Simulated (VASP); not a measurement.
# PtSe2 (P-3m1) in VASP: further runs

Runs on PtSe2. Level: LDA. Tasks: single point, relaxation of cell and atoms.

Everything below comes from runs of VASP 6.6.1. Logs are shortened: lines on timing, memory, paths and dates and some standing lists are left out, and cuts for length are marked.

## 1. The cell of the first run

It takes space group P-3m1 (No. 164, trigonal). Conventional cell: a = 3.741 Å, b = 3.741 Å, c = 4.764 Å, α = 90.00°, β = 90.00°, γ = 120.00°. Within 3.3 Å of Pt (site symmetry -3m) lie 6 Se at 2.50 Å. Se (site symmetry 3m) has 3 Pt at 2.50 Å and 3 Se at 3.11 Å within 3.3 Å.

## 2. Single point, LDA

INCAR

```
  PREC = Accurate
  ENCUT = 520
  EDIFF = 1E-6
  ISMEAR = 0
  SIGMA = 0.1
  LREAL = F
  LASPH = T
  NELM = 60
  ALGO = Normal
  ISIF = 2
  LWAVE = F
  LCHARG = F
  NBANDS = 18
```

KPOINTS

```
regular mesh
0
Gamma
  12 12 8
```

POSCAR

```
PtSe2
1.0
    3.7414545529      0.0000000000      0.0000000000
   -1.8707272764      3.2401946899      0.0000000000
    0.0000000000      0.0000000000      4.7637995821
Pt Se
1 2
Direct
    0.0000000000      0.0000000000      0.0000000000
    0.3333333333      0.6666666667      0.2644979994
    0.6666666667      0.3333333333      0.7355020006
```

Potentials or basis: VASP PAW LDA potentials, release 64 (Pt, Se).

Command:

```sh
$ cat potpaw_LDA.64/Pt/POTCAR potpaw_LDA.64/Se/POTCAR > POTCAR
$ mpirun -np 1 vasp_std > vasp.out
```

OUTCAR:

```text
PREC = Accurate
   ENCUT = 520
   EDIFF = 1E-6
   ISMEAR = 0
   LREAL = F
   LASPH = T
   NELM = 60
   ISIF = 2

 ion  position               nearest neighbor table
   1  0.000  0.000  0.000-   2 2.50   3 2.50   2 2.50   3 2.50   3 2.50   2 2.50
   2  0.333  0.667  0.264-   1 2.50   1 2.50   1 2.50
   3  0.667  0.333  0.736-   1 2.50   1 2.50   1 2.50

  LATTYP: Found a hexagonal cell.
 ALAT       =     3.7414545529
 C/A-ratio  =     1.2732480148

  Lattice vectors:

 A1 = (   3.7414545529,   0.0000000000,   0.0000000000)
 A2 = (  -1.8707272764,   3.2401946899,   0.0000000000)
 A3 = (   0.0000000000,   0.0000000000,   4.7637995821)

Analysis of symmetry for initial positions (statically):
=====================================================================
 Subroutine PRICEL returns:
 Original cell was already a primitive cell.

 Routine SETGRP: Setting up the symmetry group for a
 hexagonal supercell.

 Subroutine GETGRP returns: Found 12 space group operations
 (whereof 12 operations were pure point group operations)
 out of a pool of 24 trial point group operations.

The static configuration has the point symmetry D_3d.

Analysis of symmetry for dynamics (positions and initial velocities):
=====================================================================
 Subroutine PRICEL returns:
 Original cell was already a primitive cell.

 Routine SETGRP: Setting up the symmetry group for a
 hexagonal supercell.

 Subroutine GETGRP returns: Found 12 space group operations
 (whereof 12 operations were pure point group operations)
 out of a pool of 24 trial point group operations.

The dynamic configuration has the point symmetry D_3d.

 Subroutine INISYM returns: Found 12 space group operations
 (whereof 12 operations are pure point group operations),
 and found     1 'primitive' translations

----------------------------------------------------------------------------------------

                                     Primitive cell

  volume of cell :      57.7517

  direct lattice vectors                    reciprocal lattice vectors
     3.741454553  0.000000000  0.000000000     0.267275731  0.154311715  0.000000000
    -1.870727276  3.240194690  0.000000000     0.000000000  0.308623430  0.000000000
     0.000000000  0.000000000  4.763799582     0.000000000  0.000000000  0.209916472

  length of vectors
     3.741454553  3.741454553  4.763799582     0.308623430  0.308623430  0.209916472

  position of ions in fractional coordinates (direct lattice)
     0.000000000  0.000000000  0.000000000
     0.333333333  0.666666667  0.264497999
     0.666666667  0.333333333  0.735502001

  ion indices of the primitive-cell ions
   primitive index   ion index
                 1           1
                 2           2
                 3           3

----------------------------------------------------------------------------------------

 KPOINTS: regular mesh

Automatic generation of k-mesh.
 Grid dimensions read from file:
 generate k-points for:   12   12    8

 Generating k-lattice:

  Cartesian coordinates                     Fractional coordinates (reciprocal lattice)
     0.022272978  0.012859310  0.000000000     0.083333333  0.000000000  0.000000000
     0.000000000  0.025718619  0.000000000     0.000000000  0.083333333  0.000000000
     0.000000000  0.000000000  0.026239559     0.000000000  0.000000000  0.125000000

  Length of vectors
     0.025718619  0.025718619  0.026239559

  Shift w.r.t. Gamma in fractional coordinates (k-lattice)
     0.000000000  0.000000000  0.000000000

 Subroutine IBZKPT returns following result:
 ===========================================

 Found    131 irreducible k-points:

 Following reciprocal coordinates:
            Coordinates               Weight
  0.000000  0.000000  0.000000      1.000000
  0.083333  0.000000  0.000000      6.000000
  0.166667 -0.000000  0.000000      6.000000
  0.250000 -0.000000  0.000000      6.000000
  0.333333 -0.000000  0.000000      6.000000
  0.416667 -0.000000  0.000000      6.000000
[... 16 lines left out ...]
  0.166667 -0.000000  0.125000      6.000000
  0.000000  0.166667  0.125000      6.000000
 [... further k-points ...]
   k-points           NKPTS =    131   k-points in BZ     NKDIM =    131   number of bands    NBANDS=     18
   number of dos      NEDOS =    301   number of ions     NIONS =      3
   total plane-waves  NPLWV =  28224
   dimension x,y,z NGX =    28 NGY =   28 NGZ =   36
   dimension x,y,z NGXF=    56 NGYF=   56 NGZF=   72
   ions per type =               1   2
   NGX,Y,Z   is equivalent  to a cutoff of  12.44, 12.44, 12.56 a.u.
   NGXF,Y,Z  is equivalent  to a cutoff of  24.88, 24.88, 25.13 a.u.
 SYSTEM =  unknown system
   PREC   = accura    normal or accurate (medium, high low for compatibility)
   ISTART =      0    job   : 0-new  1-cont  2-samecut
   ICHARG =      2    charge: 1-file 2-atom 10-const
   ISPIN  =      1    spin polarized calculation?
   LNONCOLLINEAR =      F non collinear calculations
   LSORBIT =      F    spin-orbit coupling
   LASPH  =      T    aspherical Exc in radial PAW
   ENCUT  =  520.0 eV  38.22 Ry    6.18 a.u.   6.96  6.96  8.86*2*pi/ulx,y,z
   NELM   =     60;   NELMIN=  2; NELMDL= -5     # of ELM steps
   EDIFF  = 0.1E-05   stopping-criterion for ELM
   LREAL  =      F    real-space projection
   EDIFFG = 0.1E-04   stopping-criterion for IOM
   NSW    =      0    number of steps for IOM
   IBRION =     -1    ionic relax: 0-MD 1-quasi-New 2-CG
   NFREE  =      0    steps in history (QN), initial steepest desc. (CG)
   ISIF   =      2    stress and relaxation
   ISYM   =      2    0-nonsym 1-usesym 2-fastsym
   POTIM  = 0.5000    time-step for ionic-motion
   TEBEG  =    0.0;   TEEND  =   0.0 temperature during run
   PSTRESS=    0.0 pullay stress
   NELECT =      22.0000    total number of electrons
   NUPDOWN=      -1.0000    fix difference up-down
   EMIN   =  10.00;   EMAX   =-10.00  energy-range for DOS
   EFERMI =   0.00;   METHOD = LEGACY
   ISMEAR =     0;   SIGMA  =   0.10  broadening in eV -4-tet -1-fermi 0-gaus
   EFERMI_NEDOS =   21; number of points for ismear=-14 and -15
   IALGO  =     38    algorithm
   IMIX   =      4    mixing-type and parameters
     AMIX     =   0.40;   BMIX     =  1.00
     AMIX_MAG =   1.60;   BMIX_MAG =  1.00
  volume/ion in A,a.u.               =      19.25       129.91
  Fermi-wavevector in a.u.,A,eV,Ry     =   1.186754  2.242640 19.162242  1.408385
  Thomas-Fermi vector in A             =   2.322920
   LORBIT       =      0    0 simple, 1 ext, 2 COOP (PROOUT), +10 PAW based schemes
   GGA     = CA    functional components
   LHFCALC =     F    Hartree Fock is set to
   AEXX    =    0.0000 exact exchange contribution
   IVDW    =     0    specifies the selected vdW correction
   LEPSILON=     F    determine dielectric tensor
   LRPA    =     F    only Hartree local field effects (RPA)
 non-spin polarized calculation
 Gauss-broadening in eV      SIGMA  =   0.10
  energy-cutoff  :      520.00
  volume of cell :       57.75
 maximum number of plane-waves:      1572
   NGX = 13   NGY = 13   NGZ = 17

 number of electron      21.9999998 magnetization

 Free energy of the ion-electron system (eV)
  ---------------------------------------------------
  ext. energy  EPLUGINS =         0.00000000
  ---------------------------------------------------
  free energy    TOTEN  =       -17.09286451 eV

  energy without entropy =      -17.08880266  energy(sigma->0) =      -17.09083359

 E-fermi :   7.0938     XC(G=0): -11.2045

 val. band max:        7.0605503148   @ k =   0.0000   0.2500   0.2500
 cond. band min:       7.1166873297   @ k =   0.3333   0.2500   0.0000
 fundamental gap:      0.0561370148
 Fermi energy:         7.0937959483

 k-point     1 :       0.0000    0.0000    0.0000
  band No.  band energies     occupation
      1      -8.8387      2.00000
      2      -5.5403      2.00000
      3      -0.2575      2.00000
      4       0.5980      2.00000
      5       0.5980      2.00000
      6       3.1533      2.00000
[... 10 lines left out ...]
     17      14.3037      0.00000
     18      18.8070      0.00000

 k-point     2 :       0.0833    0.0000    0.0000
  band No.  band energies     occupation
      1      -8.7603      2.00000
      2      -5.5912      2.00000
      3      -0.1610      2.00000
      4       0.6493      2.00000
      5       0.6795      2.00000
      6       3.0477      2.00000
[... 10 lines left out ...]
     17      14.5424      0.00000
     18      17.6676      0.00000

 k-point     3 :       0.1667   -0.0000    0.0000
  band No.  band energies     occupation
      1      -8.5320      2.00000
      2      -5.7309      2.00000
      3       0.1159      2.00000
      4       0.7937      2.00000
      5       0.9084      2.00000
      6       2.6374      2.00000
[... 10 lines left out ...]
     17      15.1298      0.00000
     18      16.2539      0.00000

 k-point     4 :       0.2500   -0.0000    0.0000
  band No.  band energies     occupation
      1      -8.1764      2.00000
      2      -5.9314      2.00000
      3       0.5219      2.00000
      4       0.9982      2.00000
      5       1.1886      2.00000
      6       1.9124      2.00000
[... 375 lines left out ...]
      4       0.6387      2.00000
      5       0.7796      2.00000
      6       2.9981      2.00000
[... 10 lines left out ...]
     17      14.8094      0.00000
     18      16.8245      0.00000

 k-point    23 :       0.1667   -0.0000    0.1250
  band No.  band energies     occupation
      1      -8.4531      2.00000
      2      -5.9062      2.00000
      3       0.2144      2.00000
      4       0.8543      2.00000
      5       0.9947      2.00000
      6       2.7337      2.00000
[... 10 lines left out ...]
     17      14.4843      0.00000
     18      15.6203      0.00000

 k-point    24 :       0.0000    0.1667    0.1250
  band No.  band energies     occupation
      1      -8.4621      2.00000
      2      -5.8723      2.00000
      3       0.0706      2.00000
      4       0.7529      2.00000
      5       1.1654      2.00000
      6       2.4565      2.00000
[... 10 lines left out ...]
     17      15.7265      0.00000
     18      15.7318      0.00000

 [... further k-points ...]
[... 5 lines left out ...]
  --------------------------------------------------------------------------------------
  -------------------------------------------------------------------------------------
  Total        0.1814784      0.1814784      0.1107460      0.0000000      0.0000000     -0.0000000
  in kB        5.0346641      5.0346641      3.0723697      0.0000000      0.0000000     -0.0000000
  external PRESSURE =       4.3805659 kB  Pullay stress =       0.0000000 kB

 VOLUME and BASIS-vectors are now :
 -----------------------------------------------------------------------------
  energy-cutoff  :      520.00
  volume of cell :       57.75
      direct lattice vectors                 reciprocal lattice vectors
     3.741454553  0.000000000  0.000000000     0.267275731  0.154311715  0.000000000
    -1.870727276  3.240194690  0.000000000     0.000000000  0.308623430  0.000000000
     0.000000000  0.000000000  4.763799582     0.000000000  0.000000000  0.209916472

 POSITION                                       TOTAL-FORCE (eV/Angst)
 -----------------------------------------------------------------------------------
      0.00000      0.00000      0.00000         0.000000      0.000000      0.000000
     -0.00000      2.16013      1.26002         0.000000     -0.000000      0.049943
      1.87073      1.08006      3.50378         0.000000      0.000000     -0.049943
 -----------------------------------------------------------------------------------
    total drift:                                0.000000     -0.000000      0.000000

  FREE ENERGIE OF THE ION-ELECTRON SYSTEM (eV)
  ---------------------------------------------------
  free  energy   TOTEN  =       -17.0928645096 eV

  energy  without entropy=      -17.0888026605  energy(sigma->0) =      -17.09083359
```

Wall time 78 s (1 thread of Intel Xeon Platinum 8259CL at 2.50GHz (Skylake/Cascade Lake), shared host); peak memory 0.25 GiB.

Results:

- Free energy: -17.0929 eV
- Pressure: 0.4 GPa
- Largest force: 0.050 eV/Å
- Band gap on the k mesh: zero (band 11 reaches 7.93 eV, above the bottom of band 12 at 7.03 eV)

Forces on the atoms (eV/Å):
```
Pt   0.000  0.000  0.000
Se   0.000  0.000  0.050
Se   0.000  0.000 -0.050
```

Caveat: spin-orbit coupling is left out, which moves the levels of the heavy elements.

## 3. Single point, LDA

INCAR

```
PREC = Accurate
ENCUT = 520
EDIFF = 1E-6
ISMEAR = -1
SIGMA = 0.15
LREAL = False
LASPH = True
NELM = 80
ALGO = Normal
ISIF = 2
LWAVE = False
LCHARG = False
NBANDS = 18
```

KPOINTS is that of step 2.

POSCAR

```
PtSe2
1.0
    3.7414042294      0.0000000000      0.0000000000
   -1.8707021147      3.2401511085      0.0000000000
    0.0000000000      0.0000000000      4.7642008436
Pt Se
1 2
Direct
    0.0000000000      0.0000000000      0.0000000000
    0.3333333333      0.6666666667      0.2647678363
    0.6666666667      0.3333333333      0.7352321637
```

Potentials or basis: VASP PAW LDA potentials, release 64 (Pt, Se).

Command:

```sh
$ cat potpaw_LDA.64/Pt/POTCAR potpaw_LDA.64/Se/POTCAR > POTCAR
$ mpirun -np 1 vasp_std > vasp.out
```

It took 2.2 min on 1 thread of Intel Xeon Platinum 8259CL at 2.50GHz (Skylake/Cascade Lake), shared host; peak memory 0.25 GiB.

It converged, with:

```
Free energy            : -17.1207 eV
Pressure               : 0.4 GPa
Largest force          : 0.050 eV/Å
Band gap on the k mesh : zero (band 11 reaches 7.92 eV, above the bottom of band 12 at 7.03 eV)
```

Forces on the atoms (eV/Å):
```
Pt   0.000  0.000  0.000
Se   0.000  0.000  0.050
Se   0.000  0.000 -0.050
```

Stress tensor (GPa, compression positive):
```
0.48 0.00 0.00
0.00 0.48 0.00
0.00 0.00 0.30
```

Levels at points of the mesh, in eV from the Fermi level:
```
           k point  band 7  band 8  band 9  band 10  band 11  band 12  band 13  band 14  band 15  band 16
(0.00, 0.00, 0.00)   -3.85   -2.43   -0.97    -0.97     0.90     1.17     1.17     3.22     4.25     7.28
(0.50, 0.00, 0.00)   -3.78   -3.75   -3.36    -3.29    -2.91     0.58     2.68     5.14     6.16     7.09
(0.00, 0.00, 0.50)   -3.91   -2.95   -1.70    -1.70    -1.60     2.50     2.50     5.00     6.60     6.60
(0.50, 0.00, 0.50)   -3.39   -3.38   -3.09    -2.63    -1.05     0.69     1.58     4.84     5.12     7.79
```

Caveat: spin-orbit coupling is left out, which moves the levels of the heavy elements.

(Continued in part 2 of 2.)
